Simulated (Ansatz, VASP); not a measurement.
**ZnCd2Te3 in VASP and in Ansatz**

```
Zn Cd Te
1.0
     4.90993    0.00000    0.00000
    -2.45497    4.25212    0.00000
     0.00000    0.00000   11.00048
Zn Cd Te
1 2 3
Direct
  0.00000 0.00000 0.00000
  0.33333 0.66667 0.00000
  0.66667 0.33333 0.00000
  0.00000 0.00000 0.24563
  0.00000 0.00000 0.75437
  0.00000 0.00000 0.50000
```

Alike in both runs: functional PBE; k mesh 12 × 12 × 4; occupations gaussian, width 0.1 eV; no spin polarisation.

Ansatz relaxed the structure, and its values are those at the end. VASP's run is a single point on that final structure, the one shown.

|  | VASP | Ansatz |
| --- | --- | --- |
| version | VASP 6.6.1 | Ansatz 0.2.0 |
| potentials or method | VASP PAW PBE potentials, release 64 (Zn, Cd, Te), cutoff 520 eV | scalar-relativistic, plane waves, PAW |
| valence electrons in the cell | 54 | 100 |

Ansatz gave:

```
gap on the k mesh at the Fermi level (eV) : none
pressure (GPa)                            : 0.0
rms of the force components (eV/Å)        : 0.000
```

Task: Which values does VASP return?

Result: gap on the k mesh at the Fermi level (eV): none; pressure (GPa): 0.1; rms of the force components (eV/Å): 0.005.

A gap of «none» marks a metal or a gap that the smearing closes. The functional is the same, so the differences come from potentials, cutoffs and numerics. VASP's potentials hold 54 valence electrons a cell and Ansatz's 100, so a difference there can come from the potentials and not from the codes.

Neither program's run includes spin-orbit coupling.
